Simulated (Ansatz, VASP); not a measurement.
Given: the input of a run of Ansatz 0.2.0 on C.

The input input.yaml:

```yaml
crystal:
  lattice:
    - [1.2080139297, 0.6974471676, 8.1135346977]
    - [-1.2080139297, 0.6974471676, 8.1135346977]
    - [0.0, -1.394894335, 8.1135346977]
  atoms:
    - { symbol: C, position: [0.08717308, 0.08717308, 0.08717308] }
    - { symbol: C, position: [0.75385006, 0.75385006, 0.75385006] }
    - { symbol: C, position: [0.24614994, 0.24614994, 0.24614994] }
    - { symbol: C, position: [0.91282692, 0.91282692, 0.91282692] }
kpoints:
  mp_grid: { grid: [12, 12, 12] }
scf:
  occupations: { method: fermi_dirac, width: 0.05 }
hamiltonian:
  xc: pbe
  pseudopotentials: { kind: all_electron, lapw: { basis_error: 0.001 } }
output:
  forces: true
  stress: true
  eigenvalues: true
```

Potentials or basis: all-electron LAPW, scalar-relativistic.

Command:

```bash
$ ansatz run input.yaml --threads 2 --pin off --max-ram 5120MiB --backend cpu --events-out ev --progress --plain --runs-dir out
```

Problem. Translate it to VASP 6.6.1. Potentials there: VASP PAW PBE potentials, release 64 (C).

Solution. As run (the cutoff follows the program's own potentials):

Contents of INCAR:

```
PREC     = Accurate       # precision mode
ENCUT    = 520            # plane-wave cutoff, eV
EDIFF    = 1E-7           # SCF threshold, eV
ISMEAR   = -1             # smearing method
SIGMA    = 0.05           # smearing width, eV
LREAL    = F              # projectors in reciprocal space
LASPH    = T              # aspherical terms in the spheres
NELM     = 80             # most SCF steps
ALGO     = Normal         # electronic algorithm
ISIF     = 2              # what is computed and relaxed
LWAVE    = F              # write WAVECAR
LCHARG   = F              # write CHGCAR
GGA      = PE             # functional
NBANDS   = 16             # bands
```

Contents of KPOINTS:

```
regular mesh
0
Gamma
  12 12 12
```

The input POSCAR:

```
C
1.0
    1.2080139297      0.6974471676      8.1135346977
   -1.2080139297      0.6974471676      8.1135346977
    0.0000000000     -1.3948943350      8.1135346977
C
4
Direct
    0.0871730800      0.0871730800      0.0871730800
    0.7538500600      0.7538500600      0.7538500600
    0.2461499400      0.2461499400      0.2461499400
    0.9128269200      0.9128269200      0.9128269200
```

Potentials or basis: VASP PAW PBE potentials, release 64 (C).

Command:

```console
$ cat potpaw_PBE.64/C/POTCAR > POTCAR
$ mpirun -np 1 vasp_std > vasp.out
```

Both were run:

|  | VASP | Ansatz | Ansatz less VASP |
| --- | --- | --- | --- |
| gap on the k mesh at the Fermi level (eV) | 0.20 | 0.20 | 0.000 |
| least direct gap on the mesh (eV) | 0.20 | 0.20 | 0.000 |
| pressure (GPa) | 15.9 | 15.5 | -0.46 |
| traceless stress, the component that is largest in VASP (GPa) | -15.68 | -15.14 | +0.534 |
| rms of the force components (eV/Å) | 0.006 | 0.006 | -0.0001 |

Atom by atom the forces differ by 0.000 eV/Å (rms over components). Ansatz ran all-electron here, and VASP with PAW potentials.
